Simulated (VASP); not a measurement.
# HC4 in VASP: single point with PBEsol

Aim: the single point of HC4 with PBEsol.

All numbers are computed with VASP 6.6.1; they aren't measurements. Logs are shortened: lines on timing, memory, paths and dates and some standing lists are left out, and cuts for length are marked.

**1. The cell of the first run**

The cell holds a slab with vacuum, 20 atoms: a = 2.513 Å, b = 2.513 Å, c = 28.827 Å, α = 90.00°, β = 90.00°, γ = 90.00°.

**2. Single point, PBEsol**

The input, INCAR:

```
SYSTEM = HC4
PREC = Accurate ; ENCUT = 520
EDIFF = 1E-6 ; ISMEAR = -1
SIGMA = 0.05 ; LREAL = Auto
LASPH = .True. ; NELM = 60
ALGO = Normal ; ISIF = 2
LWAVE = .False. ; LCHARG = .False.
GGA = PS ; NBANDS = 50
```

The input, KPOINTS:

```
Automatic mesh
0
Gamma
  6 6 1
  0 0 0
```

The input, POSCAR:

```
HC4
1.0
    1.7769010000      1.7769010000      0.0000000000
   -1.7769010000      1.7769010000      0.0000000000
    0.0000000000      0.0000000000     28.8267610000
C H
16 4
Direct
    0.9984250000      0.0148990000      0.2703080000
    0.9984100000      0.9584590000      0.3920690000
    0.9983410000      0.9582510000      0.5153260000
    0.9983960000      0.9582100000      0.6386120000
    0.4984300000      0.9543940000      0.2993430000
    0.4984060000      0.9582870000      0.4228730000
    0.4983420000      0.9582360000      0.5461400000
    0.4983980000      0.9557700000      0.6693420000
    0.9984300000      0.4582500000      0.3612230000
    0.9983630000      0.4582510000      0.4845080000
    0.9983600000      0.4584080000      0.6077660000
    0.9984620000      0.5147540000      0.7295240000
    0.4984310000      0.4558240000      0.3304940000
    0.4983720000      0.4582740000      0.4536950000
    0.4983540000      0.4582550000      0.5769610000
    0.4984480000      0.4543300000      0.7004930000
    0.9984180000      0.8690400000      0.2338560000
    0.9984360000      0.4160040000      0.2606240000
    0.9985320000      0.3686040000      0.7659670000
    0.9984970000      0.9158240000      0.7392210000
```

Potentials or basis: VASP PAW PBE potentials, release 64 (C, H).

The run is started by

```sh
cat potpaw_PBE.64/C/POTCAR potpaw_PBE.64/H/POTCAR > POTCAR
mpirun -np 1 vasp_std > vasp.out
```

OUTCAR:

```text
SYSTEM = HC4
   PREC = Accurate
   ENCUT = 520
   EDIFF = 1E-6
   ISMEAR = -1
   LREAL = Auto
   LASPH = .True.
   NELM = 60
   ISIF = 2
   GGA = PS

 ion  position               nearest neighbor table
   1  0.998  0.015  0.270-  18 1.05  17 1.11   5 1.52   5 1.52
   2  0.998  0.958  0.392-   6 1.54   6 1.54   9 1.54   9 1.54
   3  0.998  0.958  0.515-   7 1.54   7 1.54  10 1.54  10 1.54
   4  0.998  0.958  0.639-   8 1.54   8 1.54  11 1.54  11 1.54
   5  0.498  0.954  0.299-   1 1.52   1 1.52  13 1.54  13 1.55
   6  0.498  0.958  0.423-   2 1.54   2 1.54  14 1.54  14 1.54
[... 8 lines left out ...]
  15  0.498  0.458  0.577-  11 1.54  11 1.54   7 1.54   7 1.54
  16  0.498  0.454  0.700-  12 1.52  12 1.52   8 1.54   8 1.55
  17  0.998  0.869  0.234-   1 1.11
  18  0.998  0.416  0.261-   1 1.05
  19  0.999  0.369  0.766-  12 1.11
  20  0.998  0.916  0.739-  12 1.05

  LATTYP: Found a simple tetragonal cell.
 ALAT       =     2.5129174932
 C/A-ratio  =    11.4714315444

  Lattice vectors:

 A1 = (   1.7769010000,   1.7769010000,   0.0000000000)
 A2 = (  -1.7769010000,   1.7769010000,   0.0000000000)
 A3 = (   0.0000000000,   0.0000000000,  28.8267610000)

Analysis of symmetry for initial positions (statically):
=====================================================================
 Subroutine PRICEL returns:
 Original cell was already a primitive cell.

 Routine SETGRP: Setting up the symmetry group for a
 simple tetragonal supercell.

 Subroutine GETGRP returns: Found  1 space group operations
 (whereof  1 operations were pure point group operations)
 out of a pool of 16 trial point group operations.

The static configuration has the point symmetry C_1 .

Analysis of symmetry for dynamics (positions and initial velocities):
=====================================================================
 Subroutine PRICEL returns:
 Original cell was already a primitive cell.

 Routine SETGRP: Setting up the symmetry group for a
 simple tetragonal supercell.

 Subroutine GETGRP returns: Found  1 space group operations
 (whereof  1 operations were pure point group operations)
 out of a pool of 16 trial point group operations.

The dynamic configuration has the point symmetry C_1 .

 Subroutine INISYM returns: Found  1 space group operations
 (whereof  1 operations are pure point group operations),
 and found     1 'primitive' translations

----------------------------------------------------------------------------------------

                                     Primitive cell

  volume of cell :     182.0339

  direct lattice vectors                    reciprocal lattice vectors
     1.776901000  1.776901000  0.000000000     0.281388777  0.281388777  0.000000000
    -1.776901000  1.776901000  0.000000000    -0.281388777  0.281388777  0.000000000
     0.000000000  0.000000000 28.826761000     0.000000000  0.000000000  0.034689988

  length of vectors
     2.512917493  2.512917493 28.826761000     0.397943825  0.397943825  0.034689988

  position of ions in fractional coordinates (direct lattice)
     0.998425000  0.014899000  0.270308000
     0.998410000  0.958459000  0.392069000
     0.998341000  0.958251000  0.515326000
     0.998396000  0.958210000  0.638612000
     0.498430000  0.954394000  0.299343000
     0.498406000  0.958287000  0.422873000
[... 12 lines left out ...]
     0.998532000  0.368604000  0.765967000
     0.998497000  0.915824000  0.739221000

  ion indices of the primitive-cell ions
   primitive index   ion index
                 1           1
                 2           2
                 3           3
                 4           4
                 5           5
                 6           6
[... 12 lines left out ...]
                19          19
                20          20

----------------------------------------------------------------------------------------

 KPOINTS: Automatic mesh

Automatic generation of k-mesh.
 Grid dimensions read from file:
 generate k-points for:    6    6    1

 Generating k-lattice:

  Cartesian coordinates                     Fractional coordinates (reciprocal lattice)
     0.046898130  0.046898130  0.000000000     0.166666667  0.000000000  0.000000000
    -0.046898130  0.046898130  0.000000000     0.000000000  0.166666667  0.000000000
     0.000000000  0.000000000  0.034689988     0.000000000  0.000000000  1.000000000

  Length of vectors
     0.066323971  0.066323971  0.034689988

  Shift w.r.t. Gamma in fractional coordinates (k-lattice)
     0.000000000  0.000000000  0.000000000

 Subroutine IBZKPT returns following result:
 ===========================================

 Found     20 irreducible k-points:

 Following reciprocal coordinates:
            Coordinates               Weight
  0.000000  0.000000  0.000000      1.000000
  0.166667  0.000000  0.000000      2.000000
  0.000000  0.166667  0.000000      2.000000
  0.333333  0.000000  0.000000      2.000000
  0.000000  0.333333  0.000000      2.000000
  0.500000  0.000000  0.000000      1.000000
[... 12 lines left out ...]
 -0.333333  0.500000  0.000000      2.000000
  0.500000  0.500000  0.000000      1.000000
   k-points           NKPTS =     20   k-points in BZ     NKDIM =     20   number of bands    NBANDS=     50
   number of dos      NEDOS =    301   number of ions     NIONS =     20
   total plane-waves  NPLWV =  86400
   dimension x,y,z NGX =    20 NGY =   20 NGZ =  216
   dimension x,y,z NGXF=    40 NGYF=   40 NGZF=  432
   ions per type =              16   4
   NGX,Y,Z   is equivalent  to a cutoff of  13.23, 13.23, 12.46 a.u.
   NGXF,Y,Z  is equivalent  to a cutoff of  26.46, 26.46, 24.91 a.u.
 SYSTEM =  HC4
   PREC   = accura    normal or accurate (medium, high low for compatibility)
   ISTART =      0    job   : 0-new  1-cont  2-samecut
   ICHARG =      2    charge: 1-file 2-atom 10-const
   ISPIN  =      1    spin polarized calculation?
   LNONCOLLINEAR =      F non collinear calculations
   LSORBIT =      F    spin-orbit coupling
   LASPH  =      T    aspherical Exc in radial PAW
   ENCUT  =  520.0 eV  38.22 Ry    6.18 a.u.   4.67  4.67 53.60*2*pi/ulx,y,z
   NELM   =     60;   NELMIN=  2; NELMDL= -5     # of ELM steps
   EDIFF  = 0.1E-05   stopping-criterion for ELM
   LREAL  =      T    real-space projection
   EDIFFG = 0.1E-04   stopping-criterion for IOM
   NSW    =      0    number of steps for IOM
   IBRION =     -1    ionic relax: 0-MD 1-quasi-New 2-CG
   NFREE  =      0    steps in history (QN), initial steepest desc. (CG)
   ISIF   =      2    stress and relaxation
   ISYM   =      2    0-nonsym 1-usesym 2-fastsym
   POTIM  = 0.5000    time-step for ionic-motion
   TEBEG  =    0.0;   TEEND  =   0.0 temperature during run
   PSTRESS=    0.0 pullay stress
   NELECT =      68.0000    total number of electrons
   NUPDOWN=      -1.0000    fix difference up-down
   EMIN   =  10.00;   EMAX   =-10.00  energy-range for DOS
   EFERMI =   0.00;   METHOD = LEGACY
   ISMEAR =    -1;   SIGMA  =   0.05  broadening in eV -4-tet -1-fermi 0-gaus
   EFERMI_NEDOS =   21; number of points for ismear=-14 and -15
   IALGO  =     38    algorithm
   IMIX   =      4    mixing-type and parameters
     AMIX     =   0.40;   BMIX     =  1.00
     AMIX_MAG =   1.60;   BMIX_MAG =  1.00
  volume/ion in A,a.u.               =       9.10        61.42
  Fermi-wavevector in a.u.,A,eV,Ry     =   1.179036  2.228055 18.913808  1.390126
  Thomas-Fermi vector in A             =   2.315354
   LORBIT       =      0    0 simple, 1 ext, 2 COOP (PROOUT), +10 PAW based schemes
   GGA     = PS    functional components
   LHFCALC =     F    Hartree Fock is set to
   AEXX    =    0.0000 exact exchange contribution
   IVDW    =     0    specifies the selected vdW correction
   LEPSILON=     F    determine dielectric tensor
   LRPA    =     F    only Hartree local field effects (RPA)
 non-spin polarized calculation
  energy-cutoff  :      520.00
  volume of cell :      182.03
 maximum number of plane-waves:      4999
   NGX =  9   NGY =  9   NGZ =107

 number of electron      68.0000005 magnetization

 Free energy of the ion-electron system (eV)
  ---------------------------------------------------
  ext. energy  EPLUGINS =         0.00000000
  ---------------------------------------------------
  free energy    TOTEN  =      -164.82442939 eV

  energy without entropy =     -164.82442939  energy(sigma->0) =     -164.82442939

 E-fermi :   4.7721     XC(G=0):  -7.8159

 val. band max:        3.7428659529   @ k =   0.0000   0.0000   0.0000
 cond. band min:       5.8540075605   @ k =   0.0000   0.0000   0.0000
 fundamental gap:      2.1111416076
 Fermi energy:         4.7720747315

 k-point     1 :       0.0000    0.0000    0.0000
  band No.  band energies     occupation
      1     -17.9260      2.00000
      2     -17.5876      2.00000
      3     -17.0223      2.00000
      4     -16.2221      2.00000
      5     -15.1883      2.00000
      6     -13.9376      2.00000
[... 38 lines left out ...]
     45       8.8635      0.00000
     46       8.9823      0.00000

 k-point     2 :       0.1667    0.0000    0.0000
  band No.  band energies     occupation
      1     -17.4091      2.00000
      2     -17.0726      2.00000
      3     -16.5108      2.00000
      4     -15.7168      2.00000
      5     -14.6934      2.00000
      6     -13.4598      2.00000
[... 38 lines left out ...]
     45      10.1706      0.00000
     46      10.3849      0.00000

 k-point     3 :       0.0000    0.1667    0.0000
  band No.  band energies     occupation
      1     -17.4090      2.00000
      2     -17.0721      2.00000
      3     -16.5097      2.00000
      4     -15.7150      2.00000
      5     -14.6905      2.00000
      6     -13.4556      2.00000
[... 822 lines left out ...]
     45      11.5977      0.00000
     46      11.5984      0.00000

 k-point    20 :       0.5000    0.5000    0.0000
  band No.  band energies     occupation
      1      -9.1681      2.00000
      2      -9.1680      2.00000
      3      -9.1508      2.00000
      4      -9.1507      2.00000
      5      -8.9762      2.00000
      6      -8.9759      2.00000
[... 38 lines left out ...]
     45      11.0068      0.00000
     46      11.0096      0.00000
 [bands above 46 left out]

------------------------ aborting loop because EDIFF is reached ----------------------------------------

  FORCE on cell =-STRESS in cart. coord.  units (eV):
  Direction    XX          YY          ZZ          XY          YZ          ZX
  --------------------------------------------------------------------------------------
  -------------------------------------------------------------------------------------
  Total       12.3467935     12.3583294      0.4787709     -9.4512902      0.0031869     -0.0152309
  in kB      108.6706990    108.7722329      4.2139176    -83.1858336      0.0280498     -0.1340556
  external PRESSURE =      73.8856165 kB  Pullay stress =       0.0000000 kB

 VOLUME and BASIS-vectors are now :
 -----------------------------------------------------------------------------
  energy-cutoff  :      520.00
  volume of cell :      182.03
      direct lattice vectors                 reciprocal lattice vectors
     1.776901000  1.776901000  0.000000000     0.281388777  0.281388777  0.000000000
    -1.776901000  1.776901000  0.000000000    -0.281388777  0.281388777  0.000000000
     0.000000000  0.000000000 28.826761000     0.000000000  0.000000000  0.034689988

 POSITION                                       TOTAL-FORCE (eV/Angst)
 -----------------------------------------------------------------------------------
      1.74763      1.80058      7.79210         0.001005     -0.000958      0.016207
      0.07099      3.47716     11.30208         0.003245     -0.001137      0.004988
      0.07124      3.47667     14.85518         0.000219      0.002031     -0.003867
      0.07141      3.47670     18.40912         0.001792     -0.003607      0.005177
     -0.81020      2.58152      8.62909         0.006820     -0.007775     -0.002692
     -0.81716      2.58840     12.19006        -0.004715     -0.001208     -0.003411
[... 12 lines left out ...]
      1.11932      2.42927     22.08035        -0.001478     -0.000900      0.026087
      0.14690      3.40156     21.30935        -0.014440      0.012349      0.010724
 -----------------------------------------------------------------------------------
    total drift:                                0.033267     -0.009400     -0.003812

  FREE ENERGIE OF THE ION-ELECTRON SYSTEM (eV)
  ---------------------------------------------------
  free  energy   TOTEN  =      -164.8244293864 eV

  energy  without entropy=     -164.8244293863  energy(sigma->0) =     -164.82442939
```

Wall time 4.4 min (1 thread of Intel Xeon Platinum 8488C (Sapphire Rapids), shared host); peak memory 0.34 GiB.

What came out:

```yaml
Free_energy: -164.8244 eV
Largest_force: 0.026 eV/Å
Band_gap_on_the_k_mesh: 2.11 eV
```

Forces on the atoms (eV/Å):
```
C    0.001 -0.001  0.016
C    0.003 -0.001  0.005
C    0.000  0.002 -0.004
C    0.002 -0.004  0.005
C    0.007 -0.008 -0.003
C   -0.005 -0.001 -0.003
C    0.006 -0.002  0.002
C    0.001  0.004  0.016
C    0.004 -0.002 -0.002
C   -0.003 -0.002  0.006
C    0.004  0.002 -0.003
C   -0.001  0.004 -0.009
C   -0.002  0.001 -0.022
C    0.005 -0.003 -0.002
C   -0.002 -0.003  0.000
C    0.009 -0.008 -0.003
H    0.002 -0.004 -0.025
H   -0.016  0.015 -0.011
H   -0.001 -0.001  0.026
H   -0.014  0.012  0.011
```

Caveat: there is no dipole correction, which matters where the two faces differ; the PAW data sets were made with another functional, which shifts forces and pressure a little.
